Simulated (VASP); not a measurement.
# Br (Cmce) in VASP: single point with r2SCAN

Aim: the single point of Br with r2SCAN.

Everything below comes from runs of VASP 6.6.1. Logs are shortened: lines on timing, memory, paths and dates and some standing lists are left out, and cuts for length are marked.

## (1) The cell of the first run

It takes space group Cmce (No. 64, orthorhombic). The conventional cell has a = 6.631 Å, b = 4.579 Å, c = 8.578 Å, α = 90.00°, β = 90.00°, γ = 90.00°. Br (site symmetry m) has 1 Br at 2.34 Å within 3.1 Å.

## (2) Single point, r2SCAN

Contents of POSCAR:

```
Br
1.0
    3.3152500978     -2.2894028438      0.0000000000
    3.3152500978      2.2894028438      0.0000000000
    0.0000000000      0.0000000000      8.5781018139
Br
4
Direct
    0.8621577338      0.1378422662      0.1146862300
    0.6378422662      0.3621577338      0.6146862300
    0.1378422662      0.8621577338      0.8853137700
    0.3621577338      0.6378422662      0.3853137700
```

Contents of INCAR.step1:

```
PREC     = Accurate       # precision mode
ENCUT    = 520            # plane-wave cutoff, eV
ISMEAR   = -1             # smearing method
SIGMA    = 0.05           # smearing width, eV
LREAL    = F              # projectors in reciprocal space
LASPH    = T              # aspherical terms in the spheres
NELM     = 100            # most SCF steps
NBANDS   = 22             # bands
GGA      = PE             # functional
ALGO     = Normal         # electronic algorithm
EDIFF    = 1E-4           # SCF threshold, eV
LWAVE    = T              # write WAVECAR
LCHARG   = F              # write CHGCAR
```

Contents of INCAR.step2:

```
PREC     = Accurate       # precision mode
ENCUT    = 520            # plane-wave cutoff, eV
EDIFF    = 1E-6           # SCF threshold, eV
ISMEAR   = -1             # smearing method
SIGMA    = 0.05           # smearing width, eV
LREAL    = F              # projectors in reciprocal space
LASPH    = T              # aspherical terms in the spheres
NELM     = 100            # most SCF steps
ALGO     = Normal         # electronic algorithm
ISIF     = 2              # what is computed and relaxed
LWAVE    = F              # write WAVECAR
LCHARG   = T              # write CHGCAR
METAGGA  = R2SCAN         # meta-GGA
LMIXTAU  = T            
LELF     = T              # ELF
LVHAR    = T            
NBANDS   = 22             # bands
ISTART   = 1
```

Contents of KPOINTS:

```
regular mesh
0
Gamma
  6 6 3
```

Potentials or basis: VASP PAW PBE potentials, release 64 (Br).

On the command line:

```sh
> cat potpaw_PBE.64/Br/POTCAR > POTCAR
> cp INCAR.step1 INCAR
> mpirun -np 1 vasp_std > vasp.out
> cp INCAR.step2 INCAR
> mpirun -np 1 vasp_std > vasp.out
```

OUTCAR:

```text
PREC = Accurate
   ENCUT = 520
   EDIFF = 1E-6
   ISMEAR = -1
   LREAL = F
   LASPH = T
   NELM = 100
   ISIF = 2
   METAGGA = R2SCAN
   ISTART = 1

 ion  position               nearest neighbor table
   1  0.862  0.138  0.115-   3 2.34
   2  0.638  0.362  0.615-   4 2.34
   3  0.138  0.862  0.885-   1 2.34
   4  0.362  0.638  0.385-   2 2.34

  LATTYP: Found a base centered orthorhombic cell.
 ALAT       =     4.5788056876
 B/A-ratio  =     1.4480850789
 C/A-ratio  =     1.8734365245

  Lattice vectors:

 A1 = (  -3.3152500978,  -2.2894028438,   0.0000000000)
 A2 = (   3.3152500978,  -2.2894028438,   0.0000000000)
 A3 = (   0.0000000000,   0.0000000000,   8.5781018139)

Analysis of symmetry for initial positions (statically):
=====================================================================
 Subroutine PRICEL returns:
 Original cell was already a primitive cell.

 Routine SETGRP: Setting up the symmetry group for a
 base centered orthorhombic supercell.

 Subroutine GETGRP returns: Found  8 space group operations
 (whereof  4 operations were pure point group operations)
 out of a pool of  8 trial point group operations.

The static configuration has the point symmetry C_2h.
 The point group associated with its full space group is D_2h.

Analysis of symmetry for dynamics (positions and initial velocities):
=====================================================================
 Subroutine PRICEL returns:
 Original cell was already a primitive cell.

 Routine SETGRP: Setting up the symmetry group for a
 base centered orthorhombic supercell.

 Subroutine GETGRP returns: Found  8 space group operations
 (whereof  4 operations were pure point group operations)
 out of a pool of  8 trial point group operations.

The dynamic configuration has the point symmetry C_2h.
 The point group associated with its full space group is D_2h.

 Subroutine INISYM returns: Found  8 space group operations
 (whereof  4 operations are pure point group operations),
 and found     1 'primitive' translations

----------------------------------------------------------------------------------------

                                     Primitive cell

  volume of cell :     130.2146

  direct lattice vectors                    reciprocal lattice vectors
     3.315250098 -2.289402844  0.000000000     0.150818184 -0.218397562  0.000000000
     3.315250098  2.289402844  0.000000000     0.150818184  0.218397562  0.000000000
     0.000000000  0.000000000  8.578101814     0.000000000  0.000000000  0.116575907

  length of vectors
     4.028926481  4.028926481  8.578101814     0.265412170  0.265412170  0.116575907

  position of ions in fractional coordinates (direct lattice)
     0.862157734  0.137842266  0.114686230
     0.637842266  0.362157734  0.614686230
     0.137842266  0.862157734  0.885313770
     0.362157734  0.637842266  0.385313770

  ion indices of the primitive-cell ions
   primitive index   ion index
                 1           1
                 2           2
                 3           3
                 4           4

----------------------------------------------------------------------------------------

 KPOINTS: regular mesh

Automatic generation of k-mesh.
 Grid dimensions read from file:
 generate k-points for:    6    6    3

 Generating k-lattice:

  Cartesian coordinates                     Fractional coordinates (reciprocal lattice)
     0.025136364 -0.036399594  0.000000000     0.166666667 -0.000000000  0.000000000
     0.025136364  0.036399594  0.000000000    -0.000000000  0.166666667  0.000000000
     0.000000000  0.000000000  0.038858636     0.000000000  0.000000000  0.333333333

  Length of vectors
     0.044235362  0.044235362  0.038858636

  Shift w.r.t. Gamma in fractional coordinates (k-lattice)
     0.000000000  0.000000000  0.000000000

 Subroutine IBZKPT returns following result:
 ===========================================

 Found     26 irreducible k-points:

 Following reciprocal coordinates:
            Coordinates               Weight
  0.000000  0.000000  0.000000      1.000000
  0.166667  0.000000  0.000000      4.000000
  0.333333  0.000000  0.000000      4.000000
  0.500000  0.000000  0.000000      2.000000
  0.166667  0.166667  0.000000      2.000000
  0.333333  0.166667  0.000000      4.000000
[... 16 lines left out ...]
  0.333333  0.333333  0.333333      4.000000
  0.500000  0.333333  0.333333      8.000000
 [... further k-points ...]
   k-points           NKPTS =     26   k-points in BZ     NKDIM =     26   number of bands    NBANDS=     22
   number of dos      NEDOS =    301   number of ions     NIONS =      4
   total plane-waves  NPLWV =  57600
   dimension x,y,z NGX =    30 NGY =   30 NGZ =   64
   dimension x,y,z NGXF=    60 NGYF=   60 NGZF=  128
   ions per type =               4
   NGX,Y,Z   is equivalent  to a cutoff of  12.38, 12.38, 12.40 a.u.
   NGXF,Y,Z  is equivalent  to a cutoff of  24.76, 24.76, 24.81 a.u.
 SYSTEM =  unknown system
   PREC   = accura    normal or accurate (medium, high low for compatibility)
   ISTART =      1    job   : 0-new  1-cont  2-samecut
   ICHARG =      0    charge: 1-file 2-atom 10-const
   ISPIN  =      1    spin polarized calculation?
   LNONCOLLINEAR =      F non collinear calculations
   LSORBIT =      F    spin-orbit coupling
   LASPH  =      T    aspherical Exc in radial PAW
   ENCUT  =  520.0 eV  38.22 Ry    6.18 a.u.   7.49  7.49 15.95*2*pi/ulx,y,z
   NELM   =    100;   NELMIN=  2; NELMDL=  0     # of ELM steps
   EDIFF  = 0.1E-05   stopping-criterion for ELM
   LREAL  =      F    real-space projection
   EDIFFG = 0.1E-04   stopping-criterion for IOM
   NSW    =      0    number of steps for IOM
   IBRION =     -1    ionic relax: 0-MD 1-quasi-New 2-CG
   NFREE  =      0    steps in history (QN), initial steepest desc. (CG)
   ISIF   =      2    stress and relaxation
   ISYM   =      2    0-nonsym 1-usesym 2-fastsym
   POTIM  = 0.5000    time-step for ionic-motion
   TEBEG  =    0.0;   TEEND  =   0.0 temperature during run
   PSTRESS=    0.0 pullay stress
   NELECT =      28.0000    total number of electrons
   NUPDOWN=      -1.0000    fix difference up-down
   EMIN   =  10.00;   EMAX   =-10.00  energy-range for DOS
   EFERMI =   0.00;   METHOD = LEGACY
   ISMEAR =    -1;   SIGMA  =   0.05  broadening in eV -4-tet -1-fermi 0-gaus
   EFERMI_NEDOS =   21; number of points for ismear=-14 and -15
   IALGO  =     38    algorithm
   IMIX   =      4    mixing-type and parameters
     AMIX     =   0.40;   BMIX     =  1.00
     AMIX_MAG =   1.60;   BMIX_MAG =  1.00
  volume/ion in A,a.u.               =      32.55       219.68
  Fermi-wavevector in a.u.,A,eV,Ry     =   0.980786  1.853417 13.088005  0.961941
  Thomas-Fermi vector in A             =   2.111743
   LORBIT       =      0    0 simple, 1 ext, 2 COOP (PROOUT), +10 PAW based schemes
   METAGGA = R2SCAN    functional components
   LHFCALC =     F    Hartree Fock is set to
   AEXX    =    0.0000 exact exchange contribution
   IVDW    =     0    specifies the selected vdW correction
   LEPSILON=     F    determine dielectric tensor
   LRPA    =     F    only Hartree local field effects (RPA)
 non-spin polarized calculation
  energy-cutoff  :      520.00
  volume of cell :      130.21
 maximum number of plane-waves:      3529
 NGX is ok and might be reduce to    30
   NGX = 15   NGY = 15   NGZ = 31

 number of electron      28.0000001 magnetization

 Free energy of the ion-electron system (eV)
  ---------------------------------------------------
  ext. energy  EPLUGINS =         0.00000000
  ---------------------------------------------------
  free energy    TOTEN  =       -52.99698843 eV

  energy without entropy =      -52.99698843  energy(sigma->0) =      -52.99698843

 E-fermi :   0.5133     XC(G=0):  -8.5014

 val. band max:       -0.5114054919   @ k =   0.5000   0.5000   0.0000
 cond. band min:       1.4949518286   @ k =   0.5000   0.5000   0.3333
 fundamental gap:      2.0063573205
 Fermi energy:         0.5133414520

 k-point     1 :       0.0000    0.0000    0.0000
  band No.  band energies     occupation
      1     -16.8428      2.00000
      2     -16.3942      2.00000
      3     -14.2021      2.00000
      4     -13.3229      2.00000
      5      -5.4613      2.00000
      6      -4.3211      2.00000
[... 14 lines left out ...]
     21       9.3613      0.00000
     22       9.4837      0.00000

 k-point     2 :       0.1667    0.0000    0.0000
  band No.  band energies     occupation
      1     -16.7717      2.00000
      2     -16.3768      2.00000
      3     -14.1436      2.00000
      4     -13.3867      2.00000
      5      -5.4665      2.00000
      6      -4.4940      2.00000
[... 14 lines left out ...]
     21       9.0698      0.00000
     22       9.5816      0.00000

 k-point     3 :       0.3333    0.0000    0.0000
  band No.  band energies     occupation
      1     -16.6002      2.00000
      2     -16.3641      2.00000
      3     -13.9886      2.00000
      4     -13.5579      2.00000
      5      -5.4828      2.00000
      6      -4.9599      2.00000
[... 14 lines left out ...]
     21       9.6458      0.00000
     22      10.3039      0.00000

 k-point     4 :       0.5000    0.0000    0.0000
  band No.  band energies     occupation
      1     -16.4342      2.00000
      2     -16.4342      2.00000
      3     -13.7789      2.00000
      4     -13.7789      2.00000
      5      -5.3639      2.00000
      6      -5.3639      2.00000
[... 14 lines left out ...]
     21      10.7195      0.00000
     22      10.7195      0.00000

 k-point     5 :       0.1667    0.1667    0.0000
  band No.  band energies     occupation
      1     -16.7747      2.00000
      2     -16.3495      2.00000
      3     -14.1460      2.00000
      4     -13.3257      2.00000
      5      -5.4120      2.00000
      6      -4.3988      2.00000
[... 14 lines left out ...]
     21       9.6001      0.00000
     22       9.7074      0.00000

 k-point     6 :       0.3333    0.1667    0.0000
  band No.  band energies     occupation
      1     -16.6621      2.00000
      2     -16.3122      2.00000
      3     -14.0522      2.00000
      4     -13.4001      2.00000
      5      -5.3955      2.00000
      6      -4.6348      2.00000
[... 14 lines left out ...]
     21       8.9633      0.00000
     22      10.1237      0.00000

 k-point     7 :       0.5000    0.1667    0.0000
  band No.  band energies     occupation
      1     -16.5092      2.00000
      2     -16.3350      2.00000
      3     -13.9016      2.00000
      4     -13.5946      2.00000
      5      -5.3935      2.00000
      6      -5.0998      2.00000
[... 324 lines left out ...]
      6      -5.0416      2.00000
[... 14 lines left out ...]
     21       9.4838      0.00000
     22       9.9958      0.00000

 k-point    21 :      -0.3333    0.1667    0.3333
  band No.  band energies     occupation
      1     -16.4494      2.00000
      2     -16.4207      2.00000
      3     -13.8051      2.00000
      4     -13.7515      2.00000
      5      -5.2365      2.00000
      6      -5.1164      2.00000
[... 14 lines left out ...]
     21      10.0292      0.00000
     22      10.2030      0.00000

 k-point    22 :      -0.1667    0.1667    0.3333
  band No.  band energies     occupation
      1     -16.5857      2.00000
      2     -16.4537      2.00000
      3     -13.9021      2.00000
      4     -13.6571      2.00000
      5      -5.3070      2.00000
      6      -4.9421      2.00000
[... 14 lines left out ...]
     21       9.4812      0.00000
     22       9.8155      0.00000

 k-point    23 :       0.3333    0.3333    0.3333
  band No.  band energies     occupation
      1     -16.5529      2.00000
      2     -16.3683      2.00000
      3     -13.8432      2.00000
      4     -13.4967      2.00000
      5      -5.1615      2.00000
      6      -4.8056      2.00000
[... 14 lines left out ...]
     21       9.4174      0.00000
     22      10.0146      0.00000

 k-point    24 :       0.5000    0.3333    0.3333
  band No.  band energies     occupation
      1     -16.4818      2.00000
      2     -16.3326      2.00000
      3     -13.8132      2.00000
      4     -13.5425      2.00000
      5      -5.1740      2.00000
      6      -4.8956      2.00000
[... 14 lines left out ...]
     21       9.4827      0.00000
     22      10.4394      0.00000

 [... further k-points ...]
[... 5 lines left out ...]
  --------------------------------------------------------------------------------------
  -------------------------------------------------------------------------------------
  Total        0.5060483     -0.3969166     -0.1513555      0.0000000     -0.0000000      0.0000000
  in kB        6.2264835     -4.8837135     -1.8622973      0.0000000     -0.0000000      0.0000000
  external PRESSURE =      -0.1731758 kB  Pullay stress =       0.0000000 kB

 VOLUME and BASIS-vectors are now :
 -----------------------------------------------------------------------------
  energy-cutoff  :      520.00
  volume of cell :      130.21
      direct lattice vectors                 reciprocal lattice vectors
     3.315250098 -2.289402844  0.000000000     0.150818184 -0.218397562  0.000000000
     3.315250098  2.289402844  0.000000000     0.150818184  0.218397562  0.000000000
     0.000000000  0.000000000  8.578101814     0.000000000  0.000000000  0.116575907

 POSITION                                       TOTAL-FORCE (eV/Angst)
 -----------------------------------------------------------------------------------
      3.31525     -1.65825      0.98379         0.000000      0.014373      0.007744
      3.31525     -0.63115      5.27284         0.000000     -0.014373      0.007744
      3.31525      1.65825      7.59431         0.000000     -0.014373     -0.007744
      3.31525      0.63115      3.30526         0.000000      0.014373     -0.007744
 -----------------------------------------------------------------------------------
    total drift:                                0.000000     -0.000000      0.000000

  FREE ENERGIE OF THE ION-ELECTRON SYSTEM (eV)
  ---------------------------------------------------
  free  energy   TOTEN  =       -52.9969884317 eV

  energy  without entropy=      -52.9969884304  energy(sigma->0) =      -52.99698843
```

It took 6.3 min on 1 thread of Intel Xeon 8259CL, shared host; peak memory 0.26 GiB.

What came out:

```
Free energy            : -52.9970 eV
Pressure               : 0.0 GPa
Largest force          : 0.016 eV/Å
Band gap on the k mesh : 2.01 eV (least direct gap 2.02 eV)
```

Forces in eV/Å, atoms in the order of the input:
```
Br   0.000  0.014  0.008
Br   0.000 -0.014  0.008
Br   0.000 -0.014 -0.008
Br   0.000  0.014 -0.008
```

Levels at points of the mesh, in eV from the valence-band top:
```tsv
k point	band 10	band 11	band 12	band 13	band 14	band 15	band 16	band 17	band 18	band 19
(0.00, 0.00, 0.00)	-1.49	-1.05	-0.29	-0.07	-0.03	2.03	2.71	6.86	7.42	7.86
(0.50, 0.00, 0.00)	-1.88	-0.93	-0.93	-0.28	-0.28	2.70	2.70	7.80	7.80	10.10
(0.50, 0.50, 0.00)	-2.24	-1.55	-1.29	-0.36	0.00	2.02	2.37	7.80	8.24	8.53
```

Caveat: the PAW data sets were made with another functional, which shifts forces and pressure a little. A k mesh can miss the band edges.
